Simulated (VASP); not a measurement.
C: single point with LDA

C:

```
C
1.0
     0.00000    2.12700    3.34800
     1.22800    0.00000    3.34800
     1.22800    2.12700    0.00000
C
2
Cartesian
  1.2280 0.7090 3.3480
  1.2280 3.5450 3.3480
```

```
Program             : VASP 6.6.1
Task                : single point
Functional          : LDA
Potentials or basis : VASP PAW LDA potentials, release 64 (C)
Cutoff              : 520 eV
k mesh              : 4 × 4 × 4
Occupations         : methfessel-paxton, width 0.15 eV
Spin                : no spin polarisation
```

```yaml
Pressure: -3.5 GPa
Largest_force: 0.021 eV/Å
Band_gap_on_the_k_mesh: 2.42 eV, indirect (least direct gap 3.93 eV)
```

Forces in eV/Å, atoms in the order of the input:
```
C    0.000  0.021  0.000
C    0.000 -0.021  0.000
```

Stress tensor (GPa, compression positive):
```
-5.39  0.00  0.00
 0.00 -5.56  0.00
 0.00  0.00  0.38
```

Levels at points of the mesh, in eV from the valence-band top:
| k point | band 1 | band 2 | band 3 | band 4 | band 5 | band 6 | band 7 | band 8 |
| --- | --- | --- | --- | --- | --- | --- | --- | --- |
| (0.00, 0.00, 0.00) | -17.95 | -5.02 | -1.42 | -1.39 | 5.43 | 9.93 | 10.01 | 13.00 |
| (0.50, 0.00, 0.00) | -12.46 | -11.61 | -4.82 | -0.81 | 3.16 | 9.16 | 13.81 | 14.88 |
| (0.50, 0.50, 0.00) | -17.62 | -7.10 | -1.43 | -1.41 | 9.90 | 9.97 | 11.72 | 13.15 |
| (0.50, 0.00, 0.50) | -12.58 | -11.70 | -4.79 | 0.00 | 4.08 | 9.39 | 12.47 | 12.59 |
| (0.00, 0.50, 0.50) | -12.34 | -11.52 | -4.85 | -1.51 | 2.42 | 8.96 | 15.06 | 18.67 |

Wall time 2.8 s on 1 thread of Intel Xeon 6975P-C, on a shared host, peak memory 0.12 GiB.

Caveat: the k points lie up to 0.77 Å⁻¹ apart. A k mesh can miss the band edges.
